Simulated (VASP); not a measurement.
# TiAl (Pm-3m) in VASP: further runs

TiAl is run at these levels: PBEsol; tasks: single point.

Everything below comes from runs of VASP 6.6.1. Logs are shortened: lines on timing, memory, paths and dates and some standing lists are left out, and cuts for length are marked.

### Step 1. The cell of the first run

It takes space group Pm-3m (No. 221, cubic). Conventional cell: a = 3.176 Å, b = 3.176 Å, c = 3.176 Å, α = 90.00°, β = 90.00°, γ = 90.00°. Ti (site symmetry m-3m) has 8 Al at 2.75 Å and 6 Ti at 3.18 Å within 3.6 Å. Al (site symmetry m-3m) has 8 Ti at 2.75 Å and 6 Al at 3.18 Å within 3.6 Å.

### Step 2. Single point, PBEsol

File INCAR:

```
SYSTEM = TiAl
PREC = Accurate
ENCUT = 500
EDIFF = 1E-6
ISMEAR = -1
SIGMA = 0.15
LREAL = .FALSE.
LASPH = .TRUE.
NELM = 120
ALGO = Normal
ISIF = 2
LWAVE = .FALSE.
LCHARG = .FALSE.
GGA = PS
NBANDS = 14
GGA_COMPAT = .FALSE.
```

File KPOINTS:

```
regular mesh
0
G
  7 7 7
  0 0 0
```

File POSCAR:

```
TiAl
1.0
    3.1760736810      0.0000000000      0.0000000000
    0.0000000000      3.1760736810      0.0000000000
    0.0000000000      0.0000000000      3.1760736810
Ti Al
1 1
Direct
    0.5000000000      0.5000000000      0.5000000000
    0.0000000000      0.0000000000      0.0000000000
```

Potentials or basis: VASP PAW PBE potentials, release 64 (Ti_sv, Al).

Launch:

```sh
> cat potpaw_PBE.64/Ti_sv/POTCAR potpaw_PBE.64/Al/POTCAR > POTCAR
> mpirun -np 1 vasp_std > vasp.out
```

OUTCAR:

```text
SYSTEM = TiAl
   PREC = Accurate
   ENCUT = 500
   EDIFF = 1E-6
   ISMEAR = -1
   LREAL = .FALSE.
   LASPH = .TRUE.
   NELM = 120
   ISIF = 2
   GGA = PS

 ion  position               nearest neighbor table
   1  0.500  0.500  0.500-   2 2.75   2 2.75   2 2.75   2 2.75   2 2.75   2 2.75   2 2.75   2 2.75

   2  0.000  0.000  0.000-   1 2.75   1 2.75   1 2.75   1 2.75   1 2.75   1 2.75   1 2.75   1 2.75

  LATTYP: Found a simple cubic cell.
 ALAT       =     3.1760736810

  Lattice vectors:

 A1 = (   3.1760736810,   0.0000000000,   0.0000000000)
 A2 = (   0.0000000000,   3.1760736810,   0.0000000000)
 A3 = (   0.0000000000,   0.0000000000,   3.1760736810)

Analysis of symmetry for initial positions (statically):
=====================================================================
 Subroutine PRICEL returns:
 Original cell was already a primitive cell.

 Routine SETGRP: Setting up the symmetry group for a
 simple cubic supercell.

 Subroutine GETGRP returns: Found 48 space group operations
 (whereof 48 operations were pure point group operations)
 out of a pool of 48 trial point group operations.

The static configuration has the point symmetry O_h .

Analysis of symmetry for dynamics (positions and initial velocities):
=====================================================================
 Subroutine PRICEL returns:
 Original cell was already a primitive cell.

 Routine SETGRP: Setting up the symmetry group for a
 simple cubic supercell.

 Subroutine GETGRP returns: Found 48 space group operations
 (whereof 48 operations were pure point group operations)
 out of a pool of 48 trial point group operations.

The dynamic configuration has the point symmetry O_h .

 Subroutine INISYM returns: Found 48 space group operations
 (whereof 48 operations are pure point group operations),
 and found     1 'primitive' translations

----------------------------------------------------------------------------------------

                                     Primitive cell

  volume of cell :      32.0385

  direct lattice vectors                    reciprocal lattice vectors
     3.176073681  0.000000000  0.000000000     0.314854157  0.000000000  0.000000000
     0.000000000  3.176073681  0.000000000     0.000000000  0.314854157  0.000000000
     0.000000000  0.000000000  3.176073681     0.000000000  0.000000000  0.314854157

  length of vectors
     3.176073681  3.176073681  3.176073681     0.314854157  0.314854157  0.314854157

  position of ions in fractional coordinates (direct lattice)
     0.500000000  0.500000000  0.500000000
     0.000000000  0.000000000  0.000000000

  ion indices of the primitive-cell ions
   primitive index   ion index
                 1           1
                 2           2

----------------------------------------------------------------------------------------

 KPOINTS: regular mesh

Automatic generation of k-mesh.
 Grid dimensions read from file:
 generate k-points for:    7    7    7

 Generating k-lattice:

  Cartesian coordinates                     Fractional coordinates (reciprocal lattice)
     0.044979165  0.000000000  0.000000000     0.142857143  0.000000000  0.000000000
     0.000000000  0.044979165  0.000000000     0.000000000  0.142857143  0.000000000
     0.000000000  0.000000000  0.044979165     0.000000000  0.000000000  0.142857143

  Length of vectors
     0.044979165  0.044979165  0.044979165

  Shift w.r.t. Gamma in fractional coordinates (k-lattice)
     0.000000000  0.000000000  0.000000000

 Subroutine IBZKPT returns following result:
 ===========================================

 Found     20 irreducible k-points:

 Following reciprocal coordinates:
            Coordinates               Weight
  0.000000  0.000000  0.000000      1.000000
  0.142857  0.000000  0.000000      6.000000
  0.285714  0.000000  0.000000      6.000000
  0.428571  0.000000  0.000000      6.000000
  0.142857  0.142857  0.000000     12.000000
  0.285714  0.142857  0.000000     24.000000
[... 12 lines left out ...]
  0.428571  0.428571  0.285714     24.000000
  0.428571  0.428571  0.428571      8.000000
   k-points           NKPTS =     20   k-points in BZ     NKDIM =     20   number of bands    NBANDS=     14
   number of dos      NEDOS =    301   number of ions     NIONS =      2
   total plane-waves  NPLWV =  13824
   dimension x,y,z NGX =    24 NGY =   24 NGZ =   24
   dimension x,y,z NGXF=    48 NGYF=   48 NGZF=   48
   ions per type =               1   1
   NGX,Y,Z   is equivalent  to a cutoff of  12.56, 12.56, 12.56 a.u.
   NGXF,Y,Z  is equivalent  to a cutoff of  25.12, 25.12, 25.12 a.u.
 SYSTEM =  TiAl
   PREC   = accura    normal or accurate (medium, high low for compatibility)
   ISTART =      0    job   : 0-new  1-cont  2-samecut
   ICHARG =      2    charge: 1-file 2-atom 10-const
   ISPIN  =      1    spin polarized calculation?
   LNONCOLLINEAR =      F non collinear calculations
   LSORBIT =      F    spin-orbit coupling
   LASPH  =      T    aspherical Exc in radial PAW
   ENCUT  =  500.0 eV  36.75 Ry    6.06 a.u.   5.79  5.79  5.79*2*pi/ulx,y,z
   NELM   =    120;   NELMIN=  2; NELMDL= -5     # of ELM steps
   EDIFF  = 0.1E-05   stopping-criterion for ELM
   LREAL  =      F    real-space projection
[... 7 lines left out ...]
   TEBEG  =    0.0;   TEEND  =   0.0 temperature during run
   PSTRESS=    0.0 pullay stress
   NELECT =      15.0000    total number of electrons
   NUPDOWN=      -1.0000    fix difference up-down
   EMIN   =  10.00;   EMAX   =-10.00  energy-range for DOS
   EFERMI =   0.00;   METHOD = LEGACY
   ISMEAR =    -1;   SIGMA  =   0.15  broadening in eV -4-tet -1-fermi 0-gaus
   EFERMI_NEDOS =   21; number of points for ismear=-14 and -15
   IALGO  =     38    algorithm
   IMIX   =      4    mixing-type and parameters
     AMIX     =   0.40;   BMIX     =  1.00
     AMIX_MAG =   1.60;   BMIX_MAG =  1.00
  volume/ion in A,a.u.               =      16.02       108.10
  Fermi-wavevector in a.u.,A,eV,Ry     =   1.271202  2.402224 21.986408  1.615955
  Thomas-Fermi vector in A             =   2.404148
   LORBIT       =      0    0 simple, 1 ext, 2 COOP (PROOUT), +10 PAW based schemes
   GGA     = PS    functional components
   LHFCALC =     F    Hartree Fock is set to
   AEXX    =    0.0000 exact exchange contribution
   IVDW    =     0    specifies the selected vdW correction
   LEPSILON=     F    determine dielectric tensor
   LRPA    =     F    only Hartree local field effects (RPA)
 non-spin polarized calculation
  energy-cutoff  :      500.00
  volume of cell :       32.04
 maximum number of plane-waves:       829
 NGX is ok and might be reduce to    24
   NGX = 11   NGY = 11   NGZ = 11

 number of electron      14.9999994 magnetization

 Free energy of the ion-electron system (eV)
  ---------------------------------------------------
  ext. energy  EPLUGINS =         0.00000000
  ---------------------------------------------------
  free energy    TOTEN  =       -13.04846758 eV

  energy without entropy =      -12.88388112  energy(sigma->0) =      -12.96617435

 E-fermi :   8.7040     XC(G=0): -11.2006

 val. band max:        8.5735562341   @ k =   0.4286   0.1429   0.0000
 cond. band min:       8.7235794065   @ k =   0.2857   0.2857   0.0000
 fundamental gap:      0.1500231724
 Fermi energy:         8.7040408832

 k-point     1 :       0.0000    0.0000    0.0000
  band No.  band energies     occupation
      1     -47.9319      2.00000
      2     -24.2351      2.00000
      3     -24.2351      2.00000
      4     -24.2351      2.00000
      5      -0.5618      2.00000
      6       7.2694      1.99986
      7       7.2694      1.99986
      8      10.5142      0.00001
      9      10.5142      0.00001
     10      10.5142      0.00001
     11      13.1408      0.00000
     12      13.1408      0.00000
     13      13.1408      0.00000
     14      17.5752      0.00000

 k-point     2 :       0.1429    0.0000    0.0000
  band No.  band energies     occupation
      1     -47.9290      2.00000
      2     -24.2686      2.00000
      3     -24.2322      2.00000
      4     -24.2322      2.00000
      5      -0.2370      2.00000
      6       7.0586      1.99997
      7       7.4127      1.99964
      8      10.0395      0.00027
      9      10.0395      0.00027
     10      10.5520      0.00001
     11      12.1239      0.00000
     12      13.8562      0.00000
     13      13.8562      0.00000
     14      17.1506      0.00000

 k-point     3 :       0.2857    0.0000    0.0000
  band No.  band energies     occupation
      1     -47.9225      2.00000
      2     -24.3432      2.00000
      3     -24.2256      2.00000
      4     -24.2256      2.00000
      5       0.7008      2.00000
      6       5.9600      2.00000
      7       7.7715      1.99602
      8       9.3295      0.03043
      9       9.3295      0.03043
     10      10.6386      0.00001
     11      11.4404      0.00000
     12      15.3268      0.00000
     13      15.3268      0.00000
     14      16.1758      0.00000
[... 256 lines left out ...]
 k-point    19 :       0.4286    0.4286    0.2857
  band No.  band energies     occupation
      1     -47.8942      2.00000
      2     -24.3662      2.00000
      3     -24.3654      2.00000
      4     -24.3043      2.00000
      5       4.3591      2.00000
      6       6.0055      2.00000
      7       6.0298      2.00000
      8       8.9588      0.30940
      9      10.1795      0.00011
     10      10.2610      0.00006
     11      11.5621      0.00000
     12      11.9380      0.00000
     13      13.5723      0.00000
     14      15.4122      0.00000

 k-point    20 :       0.4286    0.4286    0.4286
  band No.  band energies     occupation
      1     -47.8892      2.00000
      2     -24.3592      2.00000
      3     -24.3582      2.00000
      4     -24.3582      2.00000
      5       5.0974      2.00000
      6       5.7565      2.00000
      7       5.7565      2.00000
      8      10.1097      0.00017
      9      10.5963      0.00001
     10      10.5963      0.00001
     11      10.6546      0.00000
     12      12.5179      0.00000
     13      12.5179      0.00000
     14      15.5553      0.00000

------------------------ aborting loop because EDIFF is reached ----------------------------------------

  FORCE on cell =-STRESS in cart. coord.  units (eV):
  Direction    XX          YY          ZZ          XY          YZ          ZX
  --------------------------------------------------------------------------------------
  -------------------------------------------------------------------------------------
  Total       -0.3339361     -0.3339361     -0.3339361     -0.0000000     -0.0000000      0.0000000
  in kB      -16.6994549    -16.6994549    -16.6994549     -0.0000000     -0.0000000      0.0000000
  external PRESSURE =     -16.6994549 kB  Pullay stress =       0.0000000 kB

 VOLUME and BASIS-vectors are now :
 -----------------------------------------------------------------------------
  energy-cutoff  :      500.00
  volume of cell :       32.04
      direct lattice vectors                 reciprocal lattice vectors
     3.176073681  0.000000000  0.000000000     0.314854157  0.000000000  0.000000000
     0.000000000  3.176073681  0.000000000     0.000000000  0.314854157  0.000000000
     0.000000000  0.000000000  3.176073681     0.000000000  0.000000000  0.314854157

 POSITION                                       TOTAL-FORCE (eV/Angst)
 -----------------------------------------------------------------------------------
      1.58804      1.58804      1.58804         0.000000      0.000000      0.000000
      0.00000      0.00000      0.00000         0.000000      0.000000      0.000000
 -----------------------------------------------------------------------------------
    total drift:                                0.000000     -0.000000     -0.000000

  FREE ENERGIE OF THE ION-ELECTRON SYSTEM (eV)
  ---------------------------------------------------
  free  energy   TOTEN  =       -13.0484675813 eV

  energy  without entropy=      -12.8838811190  energy(sigma->0) =      -12.96617435
```

Wall time 12 s (1 thread of Intel Xeon 8259CL, shared host); peak memory 0.14 GiB.

What came out:

```yaml
Free_energy: -13.0485 eV
Pressure: -1.7 GPa
```

Levels at points of the mesh, in eV from the Fermi level:
```tsv
k point	band 3	band 4	band 5	band 6	band 7	band 8	band 9	band 10	band 11	band 12
(0.00, 0.00, 0.00)	-32.94	-32.94	-9.27	-1.43	-1.43	1.81	1.81	1.81	4.44	4.44
```

Caveat: the PAW data sets were made with another functional, which shifts forces and pressure a little.

### Step 3. Single point, PBEsol

This run uses another cell than the first one, of 15.83 Å³/atom, 0.988 times its volume.

File INCAR:

```
SYSTEM = TiAl
ALGO     = Normal         ! electronic algorithm
EDIFF    = 1E-6           ! SCF threshold, eV
ENCUT    = 500            ! plane-wave cutoff, eV
GGA      = PS             ! functional
GGA_COMPAT= .False.      
ISIF     = 2              ! what is computed and relaxed
ISMEAR   = -1             ! smearing method
LASPH    = .True.         ! aspherical terms in the spheres
LCHARG   = .True.         ! write CHGCAR
LELF     = .True.         ! ELF
LREAL    = .False.        ! projectors in reciprocal space
LVHAR    = .True.       
LWAVE    = .False.        ! write WAVECAR
NBANDS   = 14             ! bands
NELM     = 120            ! most SCF steps
PREC     = Accurate       ! precision mode
SIGMA    = 0.15           ! smearing width, eV
```

File KPOINTS:

```
k-points
0
Gamma
  7 7 7
  0 0 0
```

File POSCAR:

```
TiAl
1.0
    3.1637536748      0.0000000000      0.0000000000
    0.0000000000      3.1637536748      0.0000000000
    0.0000000000      0.0000000000      3.1637536748
Ti Al
1 1
Direct
    0.5000000000      0.5000000000      0.5000000000
    0.0000000000      0.0000000000      0.0000000000
```

Potentials or basis: VASP PAW PBE potentials, release 64 (Ti_sv, Al).

Launch:

```sh
> cat potpaw_PBE.64/Ti_sv/POTCAR potpaw_PBE.64/Al/POTCAR > POTCAR
> mpirun -np 1 vasp_std > vasp.out
```

OUTCAR:

```text
SYSTEM = TiAl
   EDIFF = 1E-6
   ENCUT = 500
   GGA = PS
   ISIF = 2
   ISMEAR = -1
   LASPH = .True.
   LREAL = .False.
   NELM = 120
   PREC = Accurate

 ion  position               nearest neighbor table
   1  0.500  0.500  0.500-   2 2.74   2 2.74   2 2.74   2 2.74   2 2.74   2 2.74   2 2.74   2 2.74

   2  0.000  0.000  0.000-   1 2.74   1 2.74   1 2.74   1 2.74   1 2.74   1 2.74   1 2.74   1 2.74

  LATTYP: Found a simple cubic cell.
 ALAT       =     3.1637536748

  Lattice vectors:

 A1 = (   3.1637536748,   0.0000000000,   0.0000000000)
 A2 = (   0.0000000000,   3.1637536748,   0.0000000000)
 A3 = (   0.0000000000,   0.0000000000,   3.1637536748)

Analysis of symmetry for initial positions (statically):
=====================================================================
 Subroutine PRICEL returns:
 Original cell was already a primitive cell.

 Routine SETGRP: Setting up the symmetry group for a
 simple cubic supercell.

 Subroutine GETGRP returns: Found 48 space group operations
 (whereof 48 operations were pure point group operations)
 out of a pool of 48 trial point group operations.

[... 169 lines left out ...]
      4     -24.0872      2.00000
      5      -0.4899      2.00000
      6       7.3653      1.99988
      7       7.3653      1.99988
      8      10.6643      0.00001
      9      10.6643      0.00001
     10      10.6643      0.00001
     11      13.3210      0.00000
     12      13.3210      0.00000
     13      13.3210      0.00000
     14      17.7654      0.00000
[... 309 lines left out ...]
      1     -47.7399      2.00000
      2     -24.2166      2.00000
      3     -24.2155      2.00000
      4     -24.2155      2.00000
      5       5.1911      2.00000
      6       5.8458      2.00000
      7       5.8458      2.00000
      8      10.2991      0.00011
      9      10.7464      0.00001
     10      10.7464      0.00001
     11      10.8074      0.00000
     12      12.6931      0.00000
     13      12.6931      0.00000
     14      15.7663      0.00000

------------------------ aborting loop because EDIFF is reached ----------------------------------------

  FORCE on cell =-STRESS in cart. coord.  units (eV):
  Direction    XX          YY          ZZ          XY          YZ          ZX
  --------------------------------------------------------------------------------------
  -------------------------------------------------------------------------------------
  Total       -0.0705683     -0.0705683     -0.0705683      0.0000000     -0.0000000      0.0000000
  in kB       -3.5703599     -3.5703599     -3.5703599      0.0000000     -0.0000000      0.0000000
  external PRESSURE =      -3.5703599 kB  Pullay stress =       0.0000000 kB

 VOLUME and BASIS-vectors are now :
 -----------------------------------------------------------------------------
  energy-cutoff  :      500.00
  volume of cell :       31.67
      direct lattice vectors                 reciprocal lattice vectors
     3.163753675  0.000000000  0.000000000     0.316080233  0.000000000  0.000000000
     0.000000000  3.163753675  0.000000000     0.000000000  0.316080233  0.000000000
     0.000000000  0.000000000  3.163753675     0.000000000  0.000000000  0.316080233

 POSITION                                       TOTAL-FORCE (eV/Angst)
 -----------------------------------------------------------------------------------
      1.58188      1.58188      1.58188         0.000000      0.000000      0.000000
      0.00000      0.00000      0.00000         0.000000      0.000000      0.000000
 -----------------------------------------------------------------------------------
    total drift:                                0.000000     -0.000000     -0.000000

  FREE ENERGIE OF THE ION-ELECTRON SYSTEM (eV)
  ---------------------------------------------------
  free  energy   TOTEN  =       -13.0505582784 eV

  energy  without entropy=      -12.8886121665  energy(sigma->0) =      -12.96958522
```

Wall time 11 s (1 thread of Intel Xeon 8259CL, shared host); peak memory 0.14 GiB.

What came out:

* Free energy: -13.0506 eV
* Pressure: -0.4 GPa

Levels at points of the mesh, in eV from the Fermi level:
```tsv
k point	band 5	band 6	band 7	band 8	band 9	band 10
(0.00, 0.00, 0.00)	-9.32	-1.46	-1.46	1.84	1.84	1.84
```

Caveat: the PAW data sets were made with another functional, which shifts forces and pressure a little.

(Part 1 of 2 ends here.)
